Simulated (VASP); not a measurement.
Set up this calculation in VASP 6.6.1, as the native input.

```
Task                   : single point
Functional             : PBE
Potentials or basis    : VASP PAW PBE potentials, release 64 (Ta_pv, N)
Cutoff                 : 520 eV
k mesh                 : 10 × 10 × 5
Occupations            : gaussian, width 0.024 eV
Spin                   : no spin polarisation
Dipole correction      : no
Further INCAR settings : ALGO = Normal; EDIFF = 1e-06; NBANDS = 24
```

The structure of TaN lies in POSCAR:

```
TaN
1.0
    2.9217699809      0.0000000000      0.0000000000
   -1.4608849905      2.5303270275      0.0000000000
    0.0000000000      0.0000000000      5.9165150000
Ta N
2 2
Direct
    0.0000000000      0.0000000000      0.5000000000
    0.0000000000      0.0000000000      0.0000000000
    0.3333333333      0.6666666667      0.2500000000
    0.6666666667      0.3333333333      0.7500000000
```

One way to write it, as run:

INCAR

```
SYSTEM = TaN
  PREC = Accurate
  ENCUT = 520
  EDIFF = 1E-6
  ISMEAR = 0
  SIGMA = 0.024
  LREAL = .FALSE.
  LASPH = .TRUE.
  NELM = 60
  ALGO = Normal
  ISIF = 2
  LWAVE = .FALSE.
  LCHARG = .FALSE.
  GGA = PE
  NBANDS = 24
```

KPOINTS

```
Automatic mesh
0
G
  10 10 5
  0 0 0
```

Potentials or basis: VASP PAW PBE potentials, release 64 (Ta_pv, N).

The run is started by

```sh
$ cat potpaw_PBE.64/Ta_pv/POTCAR potpaw_PBE.64/N/POTCAR > POTCAR
$ mpirun -np 1 vasp_std > vasp.out
```

Results of the run:

```yaml
Pressure: -0.4 GPa
Band_gap_on_the_k_mesh: zero (band 16 reaches 8.71 eV, above the bottom of band 17 at 7.89 eV)
```

Caveat: spin-orbit coupling is left out, which moves the levels of the heavy elements.

Run time: 30 s on 1 thread of Intel(R) Xeon(R) Platinum 8259CL CPU @ 2.50GHz (Skylake/Cascade Lake) (shared host), peak memory 0.19 GiB.
